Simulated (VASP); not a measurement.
Here is a VASP 6.6.1 calculation.

The input POSCAR:

```
HgTe
1.0
    0.0000000000      3.2891972858      3.2891972858
    3.2891972858      0.0000000000      3.2891972858
    3.2891972858      3.2891972858      0.0000000000
Hg Te
1 1
Direct
    0.0000000000      0.0000000000      0.0000000000
    0.2500000000      0.2500000000      0.2500000000
```

The input INCAR.step1:

```
SYSTEM = HgTe
ALGO     = Normal         ! electronic algorithm
EDIFF    = 1E-5           ! SCF threshold, eV
ENCUT    = 400            ! plane-wave cutoff, eV
GGA      = PE             ! functional
GGA_COMPAT= .False.      
ISIF     = 2              ! what is computed and relaxed
ISMEAR   = -1             ! smearing method
LASPH    = .True.         ! aspherical terms in the spheres
LCHARG   = .False.        ! write CHGCAR
LREAL    = .False.        ! projectors in reciprocal space
LWAVE    = .True.         ! write WAVECAR
NBANDS   = 16             ! bands
NELM     = 120            ! most SCF steps
PREC     = Accurate       ! precision mode
SIGMA    = 0.02           ! smearing width, eV
```

The input INCAR.step2:

```
SYSTEM = HgTe
AEXX     = 0.4            ! exact-exchange fraction
ALGO     = Normal         ! electronic algorithm
EDIFF    = 1E-6           ! SCF threshold, eV
ENCUT    = 400            ! plane-wave cutoff, eV
GGA      = PE             ! functional
GGA_COMPAT= .False.      
HFSCREEN = 0.3            ! screening, 1/A
ISIF     = 2              ! what is computed and relaxed
ISMEAR   = -1             ! smearing method
ISTART   = 1            
LASPH    = .True.         ! aspherical terms in the spheres
LCHARG   = .False.        ! write CHGCAR
LHFCALC  = .True.         ! exact exchange
LREAL    = .False.        ! projectors in reciprocal space
LWAVE    = .False.        ! write WAVECAR
NBANDS   = 16             ! bands
NELM     = 120            ! most SCF steps
PREC     = Accurate       ! precision mode
PRECFOCK = Normal       
SIGMA    = 0.02           ! smearing width, eV
```

Contents of KPOINTS:

```
k-points
0
Gamma
  4 4 4
  0 0 0
```

Potentials or basis: VASP PAW PBE potentials, release 64 (Hg, Te).

Command:

```bash
$ cat potpaw_PBE.64/Hg/POTCAR potpaw_PBE.64/Te/POTCAR > POTCAR
$ cp INCAR.step1 INCAR
$ mpirun -np 1 vasp_std > vasp.out
$ cp INCAR.step2 INCAR
$ mpirun -np 1 vasp_std > vasp.out
```

(1) What does it give for the pressure?

(2) What does it give for the band gap on the k mesh?

## Answers

(1) -0.5 GPa.

(2) zero (filled and empty bands touch).

Caveat: the k points lie up to 0.41 Å⁻¹ apart; the PAW data sets were made with another functional, which shifts forces and pressure a little; spin-orbit coupling is left out, which moves the levels of the heavy elements.
